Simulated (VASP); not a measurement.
Write the native input for VASP 6.6.1 that does the following.

```yaml
Task: single point
Functional: PBE
Potentials_or_basis: VASP PAW PBE potentials, release 64 (Sb_d_GW)
Cutoff: 500 eV
k_mesh: 13 × 13 × 12
Occupations: fermi-dirac, width 0.05 eV
Spin: no spin polarisation
Dipole_correction: no
Further_INCAR_settings: ALGO = Normal; EDIFF = 1e-06; NBANDS = 14
```

The structure of Sb lies in POSCAR:

```
Sb
1.0
    2.6073798167      0.0000000000      0.0000000000
   -1.3036899083      2.2580571586      0.0000000000
    0.0000000000      0.0000000000      2.4762687707
Sb
1
Direct
    0.0000000000      0.0000000000      0.0000000000
```

This isn't the form of Sb at room conditions, which is rhombohedral.

The input as run:

INCAR

```
SYSTEM = Sb
ALGO = Normal
EDIFF = 1E-6
ENCUT = 500
GGA = PE
GGA_COMPAT = .FALSE.
ISIF = 2
ISMEAR = -1
LASPH = .TRUE.
LCHARG = .FALSE.
LREAL = .FALSE.
LWAVE = .FALSE.
NBANDS = 14
NELM = 120
PREC = Accurate
SIGMA = 0.05
```

KPOINTS

```
k-points
0
G
  13 13 12
  0 0 0
```

Potentials or basis: VASP PAW PBE potentials, release 64 (Sb_d_GW).

Command:

```sh
$ cat potpaw_PBE.64/Sb_d_GW/POTCAR > POTCAR
$ mpirun -np 1 vasp_std > vasp.out
```

Results of the run:

| Property | Result |
| --- | --- |
| Pressure | 188.7 GPa |
| Band gap on the k mesh | zero (an odd number of electrons rules out a gap without spin polarisation) |

Caveat: the cell stands under pressure; spin-orbit coupling is left out, which moves the levels of the heavy elements.

It took 17 s on 1 thread of AMD EPYC 7R13 Processor (Zen 3), on a shared host, peak memory 0.12 GiB.
